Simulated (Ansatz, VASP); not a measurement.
**Be2C in VASP and in Ansatz**

```xyz
3
Lattice="0.0000 2.1650 2.1650 2.1650 0.0000 2.1650 2.1650 2.1650 0.0000" Properties=species:S:1:pos:R:3 pbc="T T T"
Be    1.0825    1.0825    1.0825
Be    3.2475    3.2475    3.2475
C     0.0000    0.0000    0.0000
```

Alike in both runs: task relaxation of cell and atoms; functional PBEsol; k mesh 12 × 12 × 12; occupations fermi-dirac, width 0.1 eV; no spin polarisation.

|  | VASP | Ansatz |
| --- | --- | --- |
| version | VASP 6.6.1 | Ansatz 0.2.0 |
| potentials or method | VASP PAW PBE potentials, release 64 (Be, C) | PAW with Ansatz's default frozen-core files, scalar-relativistic |
| plane-wave cutoff (eV) | 600 | 420 |
| valence electrons in the cell | 8 | 8 |

|  | VASP | Ansatz | Ansatz less VASP |
| --- | --- | --- | --- |
| relaxed volume (Å³/atom) | 6.69 | 6.68 | -0.018 |
| relaxed cell length with the largest relative difference (Å) | 3.051 | 3.048 | -0.0027 |

VASP's potentials were made for PBE, not for PBEsol.
